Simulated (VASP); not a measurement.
The system is Hf3NbO2.

```xyz
6
Lattice="4.2430 0.0000 0.0000 -2.1215 3.6746 0.0000 0.0000 0.0000 5.3133" Properties=species:S:1:pos:R:3 pbc="T T T"
Hf    0.0000    2.4497    3.8457
Hf    2.1215    1.2249    1.4677
Hf    0.0000    0.0000    0.0000
Nb    0.0000    0.0000    2.6567
O     0.0000    2.4497    1.1644
O     2.1215    1.2249    4.1490
```

The cell was built from a structure type or drawn by symmetry, and may not be a known phase.

- Program: VASP 6.6.1
- Task: relaxation of cell and atoms
- Functional: PBE
- Potentials or basis: VASP PAW PBE potentials, release 64 (Hf_pv, Nb_sv, O)
- Cutoff: 600 eV
- k mesh: 6 × 6 × 4
- Occupations: gaussian, width 0.1 eV
- Spin: no spin polarisation

At the start: pressure 22.0 GPa; volume 13.81 Å³/atom.

Task: Where does the relaxation end?

Result: Over 58 steps the energy falls by 1114.3 meV/atom and the volume is 16.65 Å³/atom (+20.6 %); space group P-3m1 (No. 164, to 0.1 Å) before and after.

The path:
```csv
step,energy change (eV),largest force (eV/Å),pressure (GPa),volume (Å³)
1,0.0000,1.6119,22.02,82.84
3,-0.9572,1.4522,-2.26,96.80
5,-2.1412,2.0873,-1.01,95.31
7,-2.8473,1.8736,5.64,93.66
9,-2.9540,1.0385,12.59,92.72
11,-3.2439,0.5642,11.82,95.58
13,-3.6488,1.2829,6.28,104.04
15,-3.8337,0.0788,-1.58,110.86
17,-4.0171,0.7409,-1.14,107.41
19,-4.1438,1.6034,2.31,101.22
21,-4.3319,1.7480,18.56,92.31
23,-4.4508,0.7220,12.65,95.06
25,-4.7934,1.3437,12.76,94.41
27,-5.1998,1.6535,9.94,95.07
29,-5.4213,0.4593,1.34,99.20
31,-5.4244,0.5947,0.02,99.97
33,-5.4483,0.5698,-0.51,100.76
35,-5.4870,0.5279,-2.75,104.26
37,-5.5067,0.4358,-1.40,102.99
39,-5.5514,0.8647,1.21,101.89
41,-5.7827,0.9507,2.35,101.31
43,-6.0828,1.8438,4.25,95.18
45,-6.5918,1.2538,3.72,97.71
47,-6.6127,1.1415,1.84,98.47
49,-6.6322,0.9750,1.82,98.67
51,-6.6464,0.6514,-0.43,101.26
53,-6.6780,0.1633,-0.11,100.29
55,-6.6834,0.1301,-0.57,100.34
57,-6.6853,0.0628,0.11,99.87
58,-6.6855,0.0348,0.03,99.91
```

Final structure:
```xyz
6
Lattice="3.6447 0.0000 0.0000 -1.8223 3.1564 0.0000 0.0000 0.0000 8.6848" Properties=species:S:1:pos:R:3 pbc="T T T"
Hf    0.0000    2.1042    6.0706
Hf    1.8223    1.0521    2.6143
Hf    0.0000    0.0000    0.0000
Nb    0.0000    0.0000    4.3424
O     0.0000    2.1042    8.0874
O     1.8223    1.0521    0.5974
```

Caveat: the volume moved by over 15 % at a fixed basis, so the end points are rough; an odd number of electrons without spin polarisation forces a metal; a magnetic or distorted state may lie lower.
